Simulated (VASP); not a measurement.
# MgZn5S6 in VASP: notebook

The runs below take MgZn5S6 through single point, with PBE.

Program: VASP 6.6.1. These are calculated values, not measurements. Logs are shortened: lines on timing, memory, paths and dates and some standing lists are left out, and cuts for length are marked.

## (1) The cell of the first run

The structure is trigonal, space group P3m1 (No. 156). The conventional cell has a = 3.877 Å, b = 3.877 Å, c = 19.033 Å, α = 90.00°, β = 90.00°, γ = 120.00°. Mg (site symmetry 3m) has 4 S at 2.41 to 2.47 Å within 3.2 Å. Within 3.1 Å of Zn (site symmetry 3m) lie 4 S at 2.36 to 2.37 Å. Within 3.1 Å of Zn (site symmetry 3m) lie 4 S at 2.36 to 2.37 Å. Zn (site symmetry 3m) has 4 S at 2.36 to 2.37 Å within 3.1 Å. Zn (site symmetry 3m) has 4 S at 2.36 to 2.37 Å within 3.1 Å. Within 3.1 Å of Zn (site symmetry 3m) lie 4 S at 2.36 to 2.37 Å. S (site symmetry 3m) has 1 Zn at 2.36 Å and 3 Mg at 2.41 Å within 3.1 Å. S (site symmetry 3m) has 4 Zn at 2.36 to 2.37 Å within 3.1 Å.

## (2) Single point, PBE

Contents of INCAR:

```
SYSTEM = MgZn5S6
PREC     = Accurate       ! precision mode
ENCUT    = 520            ! plane-wave cutoff, eV
EDIFF    = 1E-6           ! SCF threshold, eV
ISMEAR   = 0              ! smearing method
SIGMA    = 0.01           ! smearing width, eV
LREAL    = .False.        ! projectors in reciprocal space
LASPH    = .True.         ! aspherical terms in the spheres
NELM     = 80             ! most SCF steps
ALGO     = Normal         ! electronic algorithm
ISIF     = 2              ! what is computed and relaxed
LWAVE    = .False.        ! write WAVECAR
LCHARG   = .False.        ! write CHGCAR
GGA      = PE             ! functional
NBANDS   = 61             ! bands
```

Contents of KPOINTS:

```
regular mesh
0
Gamma
  12 12 2
  0 0 0
```

Contents of POSCAR:

```
MgZn5S6
1.0
    3.8766974555     -0.0000000289      0.0000000000
   -1.9383487027      3.3573184937      0.0000000000
    0.0000000000      0.0000000000     19.0325416519
Mg Zn S
1 5 6
Direct
    0.3333333333      0.6666666667      0.1665423423
    0.0000000000      0.0000000000      0.9959120822
    0.0000000000      0.0000000000      0.5021381932
    0.6666666667      0.3333333333      0.6668252507
    0.6666666667      0.3333333333      0.3376720478
    0.3333333333      0.6666666667      0.8312208966
    0.0000000000      0.0000000000      0.1196476088
    0.0000000000      0.0000000000      0.6262942923
    0.3333333333      0.6666666667      0.2964508132
    0.6666666667      0.3333333333      0.7907256332
    0.6666666667      0.3333333333      0.4614329359
    0.3333333333      0.6666666667      0.9551369037
```

Potentials or basis: VASP PAW PBE potentials, release 64 (Mg, Zn, S).

Run with:

```
cat potpaw_PBE.64/Mg/POTCAR potpaw_PBE.64/Zn/POTCAR potpaw_PBE.64/S/POTCAR > POTCAR
mpirun -np 1 vasp_std > vasp.out
```

OUTCAR:

```text
SYSTEM = MgZn5S6
   PREC = Accurate
   ENCUT = 520
   EDIFF = 1E-6
   ISMEAR = 0
   LREAL = .False.
   LASPH = .True.
   NELM = 80
   ISIF = 2
   GGA = PE

 ion  position               nearest neighbor table
   1  0.333  0.667  0.167-   7 2.41   7 2.41   7 2.41   9 2.47
   2  0.000  0.000  0.996-   7 2.36  12 2.37  12 2.37  12 2.37
   3  0.000  0.000  0.502-   8 2.36  11 2.37  11 2.37  11 2.37
   4  0.667  0.333  0.667-  10 2.36   8 2.37   8 2.37   8 2.37
   5  0.667  0.333  0.338-  11 2.36   9 2.37   9 2.37   9 2.37
   6  0.333  0.667  0.831-  12 2.36  10 2.37  10 2.37  10 2.37
   7  0.000  0.000  0.120-   2 2.36   1 2.41   1 2.41   1 2.41
   8  0.000  0.000  0.626-   3 2.36   4 2.37   4 2.37   4 2.37
   9  0.333  0.667  0.296-   5 2.37   5 2.37   5 2.37   1 2.47
  10  0.667  0.333  0.791-   4 2.36   6 2.37   6 2.37   6 2.37
  11  0.667  0.333  0.461-   5 2.36   3 2.37   3 2.37   3 2.37
  12  0.333  0.667  0.955-   6 2.36   2 2.37   2 2.37   2 2.37

  LATTYP: Found a hexagonal cell.
 ALAT       =     3.8766974555
 C/A-ratio  =     4.9094730426

  Lattice vectors:

 A1 = (   3.8766974555,  -0.0000000289,   0.0000000000)
 A2 = (  -1.9383487027,   3.3573184937,   0.0000000000)
 A3 = (   0.0000000000,   0.0000000000,  19.0325416519)

Analysis of symmetry for initial positions (statically):
=====================================================================
 Subroutine PRICEL returns:
 Original cell was already a primitive cell.

 Routine SETGRP: Setting up the symmetry group for a
 hexagonal supercell.

 Subroutine GETGRP returns: Found  6 space group operations
 (whereof  6 operations were pure point group operations)
 out of a pool of 24 trial point group operations.

The static configuration has the point symmetry C_3v.

Analysis of symmetry for dynamics (positions and initial velocities):
=====================================================================
 Subroutine PRICEL returns:
 Original cell was already a primitive cell.

 Routine SETGRP: Setting up the symmetry group for a
 hexagonal supercell.

 Subroutine GETGRP returns: Found  6 space group operations
 (whereof  6 operations were pure point group operations)
 out of a pool of 24 trial point group operations.

The dynamic configuration has the point symmetry C_3v.

 Subroutine INISYM returns: Found  6 space group operations
 (whereof  6 operations are pure point group operations),
 and found     1 'primitive' translations

----------------------------------------------------------------------------------------

                                     Primitive cell

  volume of cell :     247.7144

  direct lattice vectors                    reciprocal lattice vectors
     3.876697456 -0.000000029  0.000000000     0.257951521  0.148928377  0.000000000
    -1.938348703  3.357318494  0.000000000     0.000000002  0.297856759  0.000000000
     0.000000000  0.000000000 19.032541652     0.000000000  0.000000000  0.052541590

  length of vectors
     3.876697456  3.876697455 19.032541652     0.297856759  0.297856759  0.052541590

  position of ions in fractional coordinates (direct lattice)
     0.333333333  0.666666667  0.166542342
     0.000000000  0.000000000  0.995912082
     0.000000000  0.000000000  0.502138193
     0.666666667  0.333333333  0.666825251
     0.666666667  0.333333333  0.337672048
     0.333333333  0.666666667  0.831220897
     0.000000000  0.000000000  0.119647609
     0.000000000  0.000000000  0.626294292
     0.333333333  0.666666667  0.296450813
     0.666666667  0.333333333  0.790725633
     0.666666667  0.333333333  0.461432936
     0.333333333  0.666666667  0.955136904

  ion indices of the primitive-cell ions
   primitive index   ion index
                 1           1
                 2           2
                 3           3
                 4           4
                 5           5
                 6           6
                 7           7
                 8           8
                 9           9
                10          10
                11          11
                12          12

----------------------------------------------------------------------------------------

 KPOINTS: regular mesh

Automatic generation of k-mesh.
 Grid dimensions read from file:
 generate k-points for:   12   12    2

 Generating k-lattice:

  Cartesian coordinates                     Fractional coordinates (reciprocal lattice)
     0.021495960  0.012410698  0.000000000     0.083333333  0.000000000  0.000000000
     0.000000000  0.024821397  0.000000000     0.000000000  0.083333333  0.000000000
     0.000000000  0.000000000  0.026270795     0.000000000  0.000000000  0.500000000

  Length of vectors
     0.024821397  0.024821397  0.026270795

  Shift w.r.t. Gamma in fractional coordinates (k-lattice)
     0.000000000  0.000000000  0.000000000

 Subroutine IBZKPT returns following result:
 ===========================================

 Found     38 irreducible k-points:

 Following reciprocal coordinates:
            Coordinates               Weight
  0.000000  0.000000  0.000000      1.000000
  0.083333  0.000000  0.000000      6.000000
  0.166667 -0.000000  0.000000      6.000000
  0.250000  0.000000  0.000000      6.000000
  0.333333  0.000000  0.000000      6.000000
  0.416667  0.000000  0.000000      6.000000
[... 16 lines left out ...]
  0.250000  0.000000  0.500000      6.000000
  0.333333  0.000000  0.500000      6.000000
 [... further k-points ...]
   k-points           NKPTS =     38   k-points in BZ     NKDIM =     38   number of bands    NBANDS=     61
   number of dos      NEDOS =    301   number of ions     NIONS =     12
   total plane-waves  NPLWV = 129600
   dimension x,y,z NGX =    30 NGY =   30 NGZ =  144
   dimension x,y,z NGXF=    60 NGYF=   60 NGZF=  288
   ions per type =               1   5   6
   NGX,Y,Z   is equivalent  to a cutoff of  12.87, 12.87, 12.58 a.u.
   NGXF,Y,Z  is equivalent  to a cutoff of  25.73, 25.73, 25.16 a.u.
 SYSTEM =  MgZn5S6
   PREC   = accura    normal or accurate (medium, high low for compatibility)
   ISTART =      0    job   : 0-new  1-cont  2-samecut
   ICHARG =      2    charge: 1-file 2-atom 10-const
   ISPIN  =      1    spin polarized calculation?
   LNONCOLLINEAR =      F non collinear calculations
   LSORBIT =      F    spin-orbit coupling
   LASPH  =      T    aspherical Exc in radial PAW
   ENCUT  =  520.0 eV  38.22 Ry    6.18 a.u.   7.21  7.21 35.39*2*pi/ulx,y,z
   NELM   =     80;   NELMIN=  2; NELMDL= -5     # of ELM steps
   EDIFF  = 0.1E-05   stopping-criterion for ELM
   LREAL  =      F    real-space projection
   EDIFFG = 0.1E-04   stopping-criterion for IOM
   NSW    =      0    number of steps for IOM
   IBRION =     -1    ionic relax: 0-MD 1-quasi-New 2-CG
   NFREE  =      0    steps in history (QN), initial steepest desc. (CG)
   ISIF   =      2    stress and relaxation
   ISYM   =      2    0-nonsym 1-usesym 2-fastsym
   POTIM  = 0.5000    time-step for ionic-motion
   TEBEG  =    0.0;   TEEND  =   0.0 temperature during run
   PSTRESS=    0.0 pullay stress
   NELECT =      98.0000    total number of electrons
   NUPDOWN=      -1.0000    fix difference up-down
   EMIN   =  10.00;   EMAX   =-10.00  energy-range for DOS
   EFERMI =   0.00;   METHOD = LEGACY
   ISMEAR =     0;   SIGMA  =   0.01  broadening in eV -4-tet -1-fermi 0-gaus
   EFERMI_NEDOS =   21; number of points for ismear=-14 and -15
   IALGO  =     38    algorithm
   IMIX   =      4    mixing-type and parameters
     AMIX     =   0.40;   BMIX     =  1.00
     AMIX_MAG =   1.60;   BMIX_MAG =  1.00
  volume/ion in A,a.u.               =      20.64       139.30
  Fermi-wavevector in a.u.,A,eV,Ry     =   1.201803  2.271077 19.651293  1.444329
  Thomas-Fermi vector in A             =   2.337601
   LORBIT       =      0    0 simple, 1 ext, 2 COOP (PROOUT), +10 PAW based schemes
   GGA     = PE    functional components
   LHFCALC =     F    Hartree Fock is set to
   AEXX    =    0.0000 exact exchange contribution
   IVDW    =     0    specifies the selected vdW correction
   LEPSILON=     F    determine dielectric tensor
   LRPA    =     F    only Hartree local field effects (RPA)
 non-spin polarized calculation
 Gauss-broadening in eV      SIGMA  =   0.01
  energy-cutoff  :      520.00
  volume of cell :      247.71
 maximum number of plane-waves:      6705
 NGX is ok and might be reduce to    30
   NGX = 15   NGY = 15   NGZ = 71

 number of electron      98.0000001 magnetization

 Free energy of the ion-electron system (eV)
  ---------------------------------------------------
  ext. energy  EPLUGINS =         0.00000000
  ---------------------------------------------------
  free energy    TOTEN  =       -42.65652298 eV

  energy without entropy =      -42.65652298  energy(sigma->0) =      -42.65652298

 E-fermi :   1.8598     XC(G=0):  -9.3054

 val. band max:        1.7917574448   @ k =   0.0000   0.0000   0.0000
 cond. band min:       3.9059347226   @ k =   0.0000   0.0000   0.0000
 fundamental gap:      2.1141772778
 Fermi energy:         1.8597963827

 k-point     1 :       0.0000    0.0000    0.0000
  band No.  band energies     occupation
      1     -11.0173      2.00000
      2     -10.8544      2.00000
      3     -10.6879      2.00000
      4     -10.3934      2.00000
      5     -10.2838      2.00000
      6      -9.9792      2.00000
[... 53 lines left out ...]
     60       8.4637      0.00000
     61       8.5558      0.00000

 k-point     2 :       0.0833    0.0000    0.0000
  band No.  band energies     occupation
      1     -10.9740      2.00000
      2     -10.8140      2.00000
      3     -10.6495      2.00000
      4     -10.3623      2.00000
      5     -10.2555      2.00000
      6      -9.9531      2.00000
[... 53 lines left out ...]
     60       8.4666      0.00000
     61       8.5484      0.00000

 k-point     3 :       0.1667   -0.0000    0.0000
  band No.  band energies     occupation
      1     -10.8504      2.00000
      2     -10.6994      2.00000
      3     -10.5408      2.00000
      4     -10.2762      2.00000
      5     -10.1780      2.00000
      6      -9.8808      2.00000
[... 1333 lines left out ...]
     60       8.5680      0.00000
     61       8.7280      0.00000

 k-point    24 :       0.3333    0.0000    0.5000
  band No.  band energies     occupation
      1     -10.4501      2.00000
      2     -10.3567      2.00000
      3     -10.1847      2.00000
      4     -10.0743      2.00000
      5      -9.9542      2.00000
      6      -9.6791      2.00000
[... 53 lines left out ...]
     60       8.6030      0.00000
     61       8.7578      0.00000

 [... further k-points ...]

------------------------ aborting loop because EDIFF is reached ----------------------------------------

  FORCE on cell =-STRESS in cart. coord.  units (eV):
  Direction    XX          YY          ZZ          XY          YZ          ZX
  --------------------------------------------------------------------------------------
  -------------------------------------------------------------------------------------
  Total        0.1240223      0.1240223      0.1239489      0.0000000      0.0000000     -0.0000000
  in kB        0.8021568      0.8021568      0.8016815      0.0000000      0.0000000     -0.0000000
  external PRESSURE =       0.8019984 kB  Pullay stress =       0.0000000 kB

 VOLUME and BASIS-vectors are now :
 -----------------------------------------------------------------------------
  energy-cutoff  :      520.00
  volume of cell :      247.71
      direct lattice vectors                 reciprocal lattice vectors
     3.876697456 -0.000000029  0.000000000     0.257951521  0.148928377  0.000000000
    -1.938348703  3.357318494  0.000000000     0.000000002  0.297856759  0.000000000
     0.000000000  0.000000000 19.032541652     0.000000000  0.000000000  0.052541590

 POSITION                                       TOTAL-FORCE (eV/Angst)
 -----------------------------------------------------------------------------------
      0.00000      2.23821      3.16972        -0.000000     -0.000000     -0.001987
      0.00000      0.00000     18.95474        -0.000000     -0.000000      0.002791
      0.00000      0.00000      9.55697         0.000000     -0.000000      0.002041
      1.93835      1.11911     12.69138        -0.000000      0.000000     -0.000026
      1.93835      1.11911      6.42676        -0.000000     -0.000000     -0.003754
      0.00000      2.23821     15.82025        -0.000000     -0.000000     -0.000850
      0.00000      0.00000      2.27720        -0.000000     -0.000000      0.023480
      0.00000      0.00000     11.91997         0.000000     -0.000000     -0.000489
      0.00000      2.23821      5.64221         0.000000     -0.000000     -0.021373
      1.93835      1.11911     15.04952        -0.000000     -0.000000      0.000038
      1.93835      1.11911      8.78224        -0.000000     -0.000000     -0.000010
      0.00000      2.23821     18.17868         0.000000     -0.000000      0.000139
 -----------------------------------------------------------------------------------
    total drift:                               -0.000001     -0.000001     -0.001794

  FREE ENERGIE OF THE ION-ELECTRON SYSTEM (eV)
  ---------------------------------------------------
  free  energy   TOTEN  =       -42.6565229763 eV

  energy  without entropy=      -42.6565229763  energy(sigma->0) =      -42.65652298
```

Run time: 8.9 min. Hardware: 1 thread of Intel Xeon Platinum 8488C (Sapphire Rapids), shared host; peak memory 0.64 GiB.

Results:

```
Free energy            : -42.6565 eV
Pressure               : 0.1 GPa
Largest force          : 0.023 eV/Å
Band gap on the k mesh : 2.11 eV
```

Forces on the atoms (eV/Å):
```
Mg   0.000  0.000 -0.002
Zn   0.000  0.000  0.003
Zn   0.000  0.000  0.002
Zn   0.000  0.000  0.000
Zn   0.000  0.000 -0.004
Zn   0.000  0.000 -0.001
S    0.000  0.000  0.023
S    0.000  0.000  0.000
S    0.000  0.000 -0.021
S    0.000  0.000  0.000
S    0.000  0.000  0.000
S    0.000  0.000  0.000
```

Levels at points of the mesh, in eV from the valence-band top:
```csv
k point,band 46,band 47,band 48,band 49,band 50,band 51,band 52,band 53
"(0.00, 0.00, 0.00)",-0.17,-0.06,0.00,0.00,2.11,3.08,3.15,3.24
"(0.50, 0.00, 0.00)",-1.21,-1.06,-0.96,-0.79,3.50,3.60,3.81,3.88
"(0.00, 0.00, 0.50)",-0.14,-0.14,-0.01,-0.01,2.50,2.58,3.18,3.31
"(0.50, 0.00, 0.50)",-1.15,-1.03,-0.94,-0.83,3.38,3.58,3.89,3.92
```

(Part 1 of 2 ends here.)
